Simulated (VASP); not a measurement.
Set up this calculation in VASP 6.6.1, as the native input.

```
Task                   : single point
Functional             : LDA
Potentials or basis    : VASP PAW LDA potentials, release 64 (Al, Ru_pv)
Cutoff                 : 520 eV
k mesh                 : 12 × 12 × 12
Occupations            : fermi-dirac, width 0.05 eV
Spin                   : no spin polarisation
Dipole correction      : no
Further INCAR settings : ALGO = Normal; EDIFF = 1e-07; NBANDS = 16
```

The structure of AlRu lies in POSCAR:

```
AlRu
1.0
    2.9533721097      0.0000000000      0.0000000000
    0.0000000000      2.9533721097      0.0000000000
    0.0000000000      0.0000000000      2.9533721097
Al Ru
1 1
Direct
    0.0000000000      0.0000000000      0.0000000000
    0.5000000000      0.5000000000      0.5000000000
```

One way to write it, as run:

INCAR

```
  PREC = Accurate
  ENCUT = 520
  EDIFF = 1E-7
  ISMEAR = -1
  SIGMA = 0.05
  LREAL = F
  LASPH = T
  NELM = 80
  ALGO = Normal
  ISIF = 2
  LWAVE = F
  LCHARG = F
  NBANDS = 16
```

KPOINTS

```
Automatic mesh
0
Gamma
  12 12 12
```

Potentials or basis: VASP PAW LDA potentials, release 64 (Al, Ru_pv).

Launch:

```bash
$ cat potpaw_LDA.64/Al/POTCAR potpaw_LDA.64/Ru_pv/POTCAR > POTCAR
$ mpirun -np 1 vasp_std > vasp.out
```

Results of the run:

The pressure is 0.6 GPa.

Run time: 10 s on 1 thread of Intel(R) Xeon(R) Platinum 8488C (Sapphire Rapids), on a shared host, peak memory 0.15 GiB.
